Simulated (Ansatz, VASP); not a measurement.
## Two plane-wave programs on Rh

The input POSCAR:

```
Rh
1.0
    0.0000000000      1.8978500000      1.8978500000
    1.8978500000      0.0000000000      1.8978500000
    1.8978500000      1.8978500000      0.0000000000
Rh
1
Direct
    0.0000000000      0.0000000000      0.0000000000
```

Contents of INCAR.step1:

```
ALGO = Normal
EDIFF = 1E-4
ENCUT = 600
GGA = PE
ISMEAR = -1
LASPH = T
LCHARG = F
LREAL = F
LWAVE = T
NELM = 60
PREC = Accurate
SIGMA = 0.05
```

The input INCAR.step2:

```
ALGO = Normal
BPARAM = 11.95
CPARAM = 0.0093
EDIFF = 1E-6
EDIFFG = -0.01
ENCUT = 600
IBRION = 2
ISIF = 3
ISMEAR = -1
ISTART = 1
IVDW_NL = 2
LASPH = T
LCHARG = F
LMIXTAU = T
LREAL = F
LUSE_VDW = T
LWAVE = F
METAGGA = R2SCAN
NELM = 60
NSW = 60
PREC = Accurate
SIGMA = 0.05
```

File KPOINTS:

```
k-points
0
Gamma
  12 12 12
```

File input.yaml:

```yaml
crystal:
  lattice:
    - [0.0, 1.89785, 1.89785]
    - [1.89785, 0.0, 1.89785]
    - [1.89785, 1.89785, 0.0]
  atoms:
    - { symbol: Rh, position: [0.0, 0.0, 0.0] }
hamiltonian:
  xc: r2scan
  pseudopotentials: { kind: paw }
  dispersion: rvv10
kpoints:
  mp_grid: { grid: [12, 12, 12] }
scf:
  occupations: { method: fermi_dirac, width: 0.05 }
output:
  forces: true
  stress: true
  eigenvalues: true
relax:
  f_tol: 0.01
  max_steps: 40
  cell: { stress_tol: 0.05 }
```

Alike in both runs: task relaxation of cell and atoms; functional r2SCAN; dispersion rVV10; k mesh 12 × 12 × 12; occupations fermi-dirac, width 0.05 eV; no spin polarisation.

```csv
,VASP,Ansatz
version,VASP 6.6.1,Ansatz 0.2.0
potentials or method,"VASP PAW PBE potentials, release 64 (Rh_pv)",Ansatz PAW
plane-wave cutoff (eV),600,500
valence electrons in the cell,15,17
```

```tsv
	VASP	Ansatz	Ansatz less VASP
gap on the k mesh at the Fermi level, each at its own relaxed structure (eV)	none	none	-
relaxed volume (Å³/atom)	13.65	13.58	-0.069
relaxed cell length with the largest relative difference (Å)	2.682	2.678	-0.0045
```

VASP's potentials were made for PBE, not for r2SCAN. A gap of «none» marks a metal or a gap that the smearing closes. VASP's potentials hold 15 valence electrons a cell and Ansatz's 17, so a difference there can come from the potentials and not from the codes.

Noted on Ansatz's run: the plane-wave basis is chosen anew once the cell has moved, so the energies of steps on either side of that aren't comparable.
